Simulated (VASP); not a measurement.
Wanted: the native input for a VASP 6.6.1 run.

```yaml
Task: single point
Functional: LDA
Potentials_or_basis: VASP PAW LDA potentials, release 64 (Cr_pv, Pb_d, O)
Cutoff: 600 eV
k_mesh: 6 × 6 × 6
Occupations: fermi-dirac, width 0.01 eV
Spin: collinear spin, ferromagnetic start
Starting_moments: "[3.0, 0.0, 0.0, 0.0, 0.0] μB"
Hubbard_terms: Cr d U = 2.0 eV
Dipole_correction: no
Further_INCAR_settings: ALGO = Normal; EDIFF = 1e-06; NBANDS = 34
```

The structure of CrPbO3 lies in POSCAR:

```
CrPbO3
1.0
    3.9170570000      0.0000000000      0.0000000000
    0.0000000000      3.9170570000      0.0000000000
    0.0000000000      0.0000000000      3.9170570000
Cr Pb O
1 1 3
Direct
    0.0000000000      0.0000000000      0.0000000000
    0.5000000000      0.5000000000      0.5000000000
    0.0000000000      0.0000000000      0.5000000000
    0.0000000000      0.5000000000      0.0000000000
    0.5000000000      0.0000000000      0.0000000000
```

The input as run:

INCAR

```
ALGO     = Normal         # electronic algorithm
EDIFF    = 1E-6           # SCF threshold, eV
ENCUT    = 600            # plane-wave cutoff, eV
GGA      = CA             # functional
GGA_COMPAT= False        
ISIF     = 2              # what is computed and relaxed
ISMEAR   = -1             # smearing method
ISPIN    = 2              # spin polarisation
LASPH    = True           # aspherical terms in the spheres
LCHARG   = False          # write CHGCAR
LDAU     = True           # DFT+U
LDAUJ    = 0 0 0        
LDAUL    = 2 -1 -1        # shell
LDAUPRINT= 1            
LDAUTYPE = 2            
LDAUU    = 2 0 0          # U, eV
LMAXMIX  = 4              # l up to which the mixer works
LORBIT   = 11             # projections on sites
LREAL    = False          # projectors in reciprocal space
LWAVE    = False          # write WAVECAR
MAGMOM   = 3 0 0 0 0      # initial moments
NBANDS   = 34             # bands
NELM     = 200            # most SCF steps
PREC     = Accurate       # precision mode
SIGMA    = 0.01           # smearing width, eV
```

KPOINTS

```
k-points
0
Gamma
  6 6 6
```

Potentials or basis: VASP PAW LDA potentials, release 64 (Cr_pv, Pb_d, O).

Launch:

```bash
$ cat potpaw_LDA.64/Cr_pv/POTCAR potpaw_LDA.64/Pb_d/POTCAR potpaw_LDA.64/O/POTCAR > POTCAR
$ mpirun -np 1 vasp_std > vasp.out
```

Results of the run:

```yaml
Pressure: -15.2 GPa
Band_gap_on_the_k_mesh: zero (filled and empty bands overlap)
Net_moment: 2.00 μB per cell
Site_moments: Cr +2.18; Pb -0.03; O -0.08 μB
Valence_electrons_inside_the_program's_atomic_spheres: Cr 10.67; Pb 11.73; O 4.94
```

Caveat: the cell stands under tension; spin-orbit coupling is left out, which moves the levels of the heavy elements; a cell with one magnetic atom can't hold antiferromagnetic order, which such compounds often take.

Run time: 58 s on 1 thread of AMD EPYC 9R45 96-Core Processor (Zen 5), on a shared host, peak memory 0.19 GiB.
